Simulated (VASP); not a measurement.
Wanted: the native input for a VASP 6.6.1 run.

* Task: single point
* Functional: BLYP
* Dispersion: D3(BJ)
* Potentials or basis: VASP PAW PBE potentials, release 64 (Hf_pv, N)
* Cutoff: 520 eV
* k mesh: 11 × 11 × 11
* Occupations: methfessel-paxton, width 0.1 eV
* Spin: no spin polarisation
* Dipole correction: no
* Further INCAR settings: ALGO = Normal; EDIFF = 1e-06; NBANDS = 14

The structure of HfN lies in POSCAR:

```
HfN
1.0
    0.0000000000      2.4462810888      2.4462810888
    2.4462810888      0.0000000000      2.4462810888
    2.4462810888      2.4462810888      0.0000000000
Hf N
1 1
Direct
    0.0000000000      0.0000000000      0.0000000000
    0.7500000000      0.7500000000      0.7500000000
```

These files were run (other wordings do the same):

INCAR

```
AGGAC = 1.0 ; AGGAX = 1.0
ALDAC = 0.0 ; ALDAX = 1.0
ALGO = Normal ; EDIFF = 1E-6
ENCUT = 520 ; GGA = B5
ISIF = 2 ; ISMEAR = 1
IVDW = 12 ; LASPH = T
LCHARG = F ; LREAL = F
LWAVE = F ; NBANDS = 14
NELM = 60 ; PREC = Accurate
SIGMA = 0.1 ; VDW_A1 = 0.4298
VDW_A2 = 4.2359 ; VDW_S6 = 1.0
VDW_S8 = 2.6996
```

KPOINTS

```
k-points
0
Gamma
  11 11 11
```

Potentials or basis: VASP PAW PBE potentials, release 64 (Hf_pv, N).

Run with:

```sh
$ cat potpaw_PBE.64/Hf_pv/POTCAR potpaw_PBE.64/N/POTCAR > POTCAR
$ mpirun -np 1 vasp_std > vasp.out
```

Results of the run:

```json
{"Pressure": "-0.4 GPa", "Dispersion energy per atom": "-0.710 eV"}
```

Caveat: the PAW data sets were made with another functional, which shifts forces and pressure a little; pairwise dispersion overbinds metals, which lowers pressure and volume.

Run time: 33 s on 1 thread of Intel(R) Xeon(R) Platinum 8259CL CPU @ 2.50GHz (Skylake/Cascade Lake), with other jobs on the host, peak memory 0.18 GiB.
